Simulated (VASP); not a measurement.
Cu5Mo, 12 atoms in the cell. It takes space group P4/nmm (No. 129, tetragonal). The conventional cell has a = 2.607 Å, b = 2.607 Å, c = 22.317 Å, α = 90.00°, β = 90.00°, γ = 90.00°. Within 3.4 Å of Cu (site symmetry 4mm) lie 12 Cu at 2.55 to 2.61 Å. Cu (site symmetry 4mm) has 12 Cu at 2.55 to 2.61 Å within 3.4 Å. Within 3.4 Å of Cu (site symmetry 4mm) lie 12 Cu at 2.56 to 2.61 Å. Cu (site symmetry 4mm) has 8 Cu at 2.57 to 2.61 Å and 4 Mo at 2.73 Å within 3.4 Å. Within 3.4 Å of Cu (site symmetry 4mm) lie 12 Cu at 2.55 to 2.61 Å. Within 3.4 Å of Mo (site symmetry 4mm) lie 8 Mo at 2.61 to 2.97 Å and 4 Cu at 2.73 Å. 

```yaml
Program: VASP 6.6.1
Task: relaxation of cell and atoms
Functional: PBE
Potentials_or_basis: VASP PAW PBE potentials, release 64 (Cu, Mo_sv)
Cutoff: 600 eV
k_mesh: 12 × 12 × 2
Occupations: gaussian, width 0.1 eV
Spin: no spin polarisation
Dipole_correction: no
Further_INCAR_settings: ALGO = Normal; EDIFF = 1e-07; IBRION = 2; EDIFFG = -0.001; NSW = 80; ISIF = 3
```

Potentials or basis: VASP PAW PBE potentials, release 64 (Cu, Mo_sv).

The run is started by

```console
$ cat potpaw_PBE.64/Cu/POTCAR potpaw_PBE.64/Mo_sv/POTCAR > POTCAR
$ mpirun -np 4 vasp_std > vasp.out
```

Hardware: 4 MPI ranks on Intel(R) Xeon(R) 6975P-C (Granite Rapids), on a shared host.

Task: How long does it take, and how much memory?

Result: Run time: 55 min on 4 MPI ranks on Intel(R) Xeon(R) 6975P-C (Granite Rapids), on a shared host, peak memory 0.76 GiB a rank. Counts: scf iterations 254, k points 56, ion steps 35.
